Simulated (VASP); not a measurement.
# Zr in VASP: a series of runs

Zr is run at these levels: PBEsol; tasks: single point.

Everything below comes from runs of VASP 6.6.1. Logs are shortened: lines on timing, memory, paths and dates and some standing lists are left out, and cuts for length are marked.

### 1 The cell of the first run

Symmetry: Im-3m, No. 229, cubic system. Conventional cell: a = 3.668 Å, b = 3.668 Å, c = 3.668 Å, α = 90.00°, β = 90.00°, γ = 90.00°. Within 4.2 Å of Zr (site symmetry m-3m) lie 14 Zr at 3.18 to 3.67 Å.

### 2 Single point, PBEsol (volume scaled by 1.04)

File INCAR:

```
PREC = Accurate
ENCUT = 520
EDIFF = 1E-7
ISMEAR = -1
SIGMA = 0.08
LREAL = False
LASPH = True
NELM = 60
ALGO = Normal
ISIF = 2
LWAVE = False
LCHARG = True
GGA = PS
LELF = True
LVHAR = True
NBANDS = 12
```

File KPOINTS:

```
regular mesh
0
Gamma
  14 14 14
```

File POSCAR:

```
Zr
1.0
   -1.8338185209      1.8338185209      1.8338185209
    1.8338185209     -1.8338185209      1.8338185209
    1.8338185209      1.8338185209     -1.8338185209
Zr
1
Direct
    0.0000000000      0.0000000000      0.0000000000
```

Potentials or basis: VASP PAW PBE potentials, release 64 (Zr_sv).

On the command line:

```sh
> cat potpaw_PBE.64/Zr_sv/POTCAR > POTCAR
> mpirun -np 1 vasp_std > vasp.out
```

OUTCAR:

```text
PREC = Accurate
   ENCUT = 520
   EDIFF = 1E-7
   ISMEAR = -1
   LREAL = False
   LASPH = True
   NELM = 60
   ISIF = 2
   GGA = PS

 ion  position               nearest neighbor table
   1  0.000  0.000  0.000-

  LATTYP: Found a body centered cubic cell.
 ALAT       =     3.6676370418

  Lattice vectors:

 A1 = (  -1.8338185209,   1.8338185209,   1.8338185209)
 A2 = (   1.8338185209,  -1.8338185209,   1.8338185209)
 A3 = (   1.8338185209,   1.8338185209,  -1.8338185209)

Analysis of symmetry for initial positions (statically):
=====================================================================
 Subroutine PRICEL returns:
 Original cell was already a primitive cell.

 Routine SETGRP: Setting up the symmetry group for a
 body centered cubic supercell.

 Subroutine GETGRP returns: Found 48 space group operations
 (whereof 48 operations were pure point group operations)
 out of a pool of 48 trial point group operations.

The static configuration has the point symmetry O_h .

Analysis of symmetry for dynamics (positions and initial velocities):
=====================================================================
 Subroutine PRICEL returns:
 Original cell was already a primitive cell.

 Routine SETGRP: Setting up the symmetry group for a
 body centered cubic supercell.

 Subroutine GETGRP returns: Found 48 space group operations
 (whereof 48 operations were pure point group operations)
 out of a pool of 48 trial point group operations.

The dynamic configuration has the point symmetry O_h .

 Subroutine INISYM returns: Found 48 space group operations
 (whereof 48 operations are pure point group operations),
 and found     1 'primitive' translations

----------------------------------------------------------------------------------------

                                     Primitive cell

  volume of cell :      24.6677

  direct lattice vectors                    reciprocal lattice vectors
    -1.833818521  1.833818521  1.833818521     0.000000000  0.272655115  0.272655115
     1.833818521 -1.833818521  1.833818521     0.272655115  0.000000000  0.272655115
     1.833818521  1.833818521 -1.833818521     0.272655115  0.272655115  0.000000000

  length of vectors
     3.176266850  3.176266850  3.176266850     0.385592562  0.385592562  0.385592562

  position of ions in fractional coordinates (direct lattice)
     0.000000000  0.000000000  0.000000000

[... 80 lines left out ...]
   NFREE  =      0    steps in history (QN), initial steepest desc. (CG)
   ISIF   =      2    stress and relaxation
   ISYM   =      2    0-nonsym 1-usesym 2-fastsym
   POTIM  = 0.5000    time-step for ionic-motion
   TEBEG  =    0.0;   TEEND  =   0.0 temperature during run
   PSTRESS=    0.0 pullay stress
   NELECT =      12.0000    total number of electrons
   NUPDOWN=      -1.0000    fix difference up-down
   EMIN   =  10.00;   EMAX   =-10.00  energy-range for DOS
   EFERMI =   0.00;   METHOD = LEGACY
   ISMEAR =    -1;   SIGMA  =   0.08  broadening in eV -4-tet -1-fermi 0-gaus
   EFERMI_NEDOS =   21; number of points for ismear=-14 and -15
   IALGO  =     38    algorithm
   IMIX   =      4    mixing-type and parameters
     AMIX     =   0.40;   BMIX     =  1.00
     AMIX_MAG =   1.60;   BMIX_MAG =  1.00
  volume/ion in A,a.u.               =      24.67       166.47
  Fermi-wavevector in a.u.,A,eV,Ry     =   1.287535  2.433088 22.554993  1.657745
  Thomas-Fermi vector in A             =   2.419543
   LORBIT       =      0    0 simple, 1 ext, 2 COOP (PROOUT), +10 PAW based schemes
   GGA     = PS    functional components
   LHFCALC =     F    Hartree Fock is set to
   AEXX    =    0.0000 exact exchange contribution
   IVDW    =     0    specifies the selected vdW correction
   LEPSILON=     F    determine dielectric tensor
   LRPA    =     F    only Hartree local field effects (RPA)
 non-spin polarized calculation
  energy-cutoff  :      520.00
  volume of cell :       24.67
 maximum number of plane-waves:       682
   NGX = 11   NGY = 11   NGZ = 11

 number of electron      12.0000000 magnetization

 Free energy of the ion-electron system (eV)
  ---------------------------------------------------
  ext. energy  EPLUGINS =         0.00000000
  ---------------------------------------------------
  free energy    TOTEN  =        -8.94664275 eV

  energy without entropy =       -8.90277570  energy(sigma->0) =       -8.92470922

 E-fermi :   7.9607     XC(G=0): -10.9363

 val. band max:        7.9606777795   @ k =   0.2857   0.1429   0.1429
 cond. band min:       7.9753602139   @ k =   0.2143   0.0714   0.0714
 fundamental gap:      0.0146824344
 Fermi energy:         7.9606784847

 k-point     1 :       0.0000    0.0000    0.0000
  band No.  band energies     occupation
      1     -40.5582      2.00000
      2     -18.1646      2.00000
      3     -18.1646      2.00000
      4     -18.1646      2.00000
      5       2.6806      2.00000
      6       9.0431      0.00000
      7       9.0431      0.00000
      8       9.0431      0.00000
      9      11.3755      0.00000
     10      11.3755      0.00000
     11      20.1613      0.00000
     12      20.1613      0.00000
[... 331 lines left out ...]
 k-point    24 :       0.3571    0.2857    0.0000
  band No.  band energies     occupation
      1     -40.4242      2.00000
      2     -18.7830      2.00000
      3     -18.6588      2.00000
      4     -18.2646      2.00000
      5       6.6655      2.00000
      6       7.4447      1.99684
      7       7.7824      1.80552
      8      11.5088      0.00000
      9      11.8831      0.00000
     10      15.8231      0.00000
     11      16.3508      0.00000
     12      17.7410      0.00000

 [... further k-points ...]

------------------------ aborting loop because EDIFF is reached ----------------------------------------

  FORCE on cell =-STRESS in cart. coord.  units (eV):
  Direction    XX          YY          ZZ          XY          YZ          ZX
  --------------------------------------------------------------------------------------
  -------------------------------------------------------------------------------------
  Total       -1.4191371     -1.4191371     -1.4191371      0.0000000     -0.0000000      0.0000000
  in kB      -92.1734594    -92.1734594    -92.1734594      0.0000000     -0.0000000      0.0000000
  external PRESSURE =     -92.1734594 kB  Pullay stress =       0.0000000 kB

 VOLUME and BASIS-vectors are now :
 -----------------------------------------------------------------------------
  energy-cutoff  :      520.00
  volume of cell :       24.67
      direct lattice vectors                 reciprocal lattice vectors
    -1.833818521  1.833818521  1.833818521     0.000000000  0.272655115  0.272655115
     1.833818521 -1.833818521  1.833818521     0.272655115  0.000000000  0.272655115
     1.833818521  1.833818521 -1.833818521     0.272655115  0.272655115  0.000000000

 POSITION                                       TOTAL-FORCE (eV/Angst)
 -----------------------------------------------------------------------------------
      0.00000      0.00000      0.00000         0.000000      0.000000     -0.000000
 -----------------------------------------------------------------------------------
    total drift:                                0.000000      0.000000      0.000000

  FREE ENERGIE OF THE ION-ELECTRON SYSTEM (eV)
  ---------------------------------------------------
  free  energy   TOTEN  =        -8.9466427455 eV

  energy  without entropy=       -8.9027756990  energy(sigma->0) =       -8.92470922
```

OSZICAR:

```text
N       E                     dE             d eps       ncg     rms          rms(c)
DAV:   1     0.864467983046E+02    0.86447E+02   -0.68988E+03  2496   0.992E+02
DAV:   2    -0.625960319152E+01   -0.92706E+02   -0.90252E+02  2960   0.268E+02
DAV:   3    -0.931683507264E+01   -0.30572E+01   -0.30141E+01  3796   0.411E+01
DAV:   4    -0.937878768487E+01   -0.61953E-01   -0.61914E-01  2848   0.546E+00
DAV:   5    -0.938040000267E+01   -0.16123E-02   -0.16123E-02  3608   0.649E-01    0.952E+00
DAV:   6    -0.901425533434E+01    0.36614E+00   -0.45411E-01  2736   0.599E+00    0.362E+00
DAV:   7    -0.894507922741E+01    0.69176E-01   -0.21142E-01  3024   0.384E+00    0.677E-01
DAV:   8    -0.894665250912E+01   -0.15733E-02   -0.11803E-02  2916   0.122E+00    0.120E-01
DAV:   9    -0.894665320547E+01   -0.69635E-06   -0.45888E-04  3212   0.194E-01    0.213E-02
DAV:  10    -0.894664329359E+01    0.99119E-05   -0.27090E-05  2880   0.524E-02    0.156E-02
DAV:  11    -0.894664269898E+01    0.59460E-06   -0.25206E-06  3044   0.153E-02    0.137E-03
DAV:  12    -0.894664274546E+01   -0.46477E-07   -0.50524E-08  2120   0.212E-03
   1 F= -.89466427E+01 E0= -.89247092E+01  d E =-.438670E-01
```

Wall time 9.4 s (1 thread of Intel Xeon Platinum 8559C (Emerald Rapids), shared host); peak memory 0.15 GiB.

Results:

```yaml
Free_energy: -8.9466 eV
Pressure: -9.2 GPa
Band_gap_on_the_k_mesh: zero (band 6 reaches 9.04 eV, above the bottom of band 7 at 7.36 eV)
```

Levels at points of the mesh, in eV from the Fermi level:
| k point | band 2 | band 3 | band 4 | band 5 | band 6 | band 7 | band 8 | band 9 | band 10 | band 11 |
| --- | --- | --- | --- | --- | --- | --- | --- | --- | --- | --- |
| (0.00, 0.00, 0.00) | -26.13 | -26.13 | -26.13 | -5.28 | 1.08 | 1.08 | 1.08 | 3.41 | 3.41 | 12.20 |
| (0.50, 0.00, 0.00) | -26.93 | -26.38 | -26.13 | -2.63 | -0.58 | 1.38 | 3.37 | 4.00 | 5.91 | 9.51 |
| (0.50, 0.50, 0.50) | -26.69 | -26.69 | -26.69 | -2.30 | -2.30 | 5.29 | 5.29 | 5.29 | 6.96 | 6.96 |

Caveat: the PAW data sets were made with another functional, which shifts forces and pressure a little.

(Part 1 of 2 ends here.)
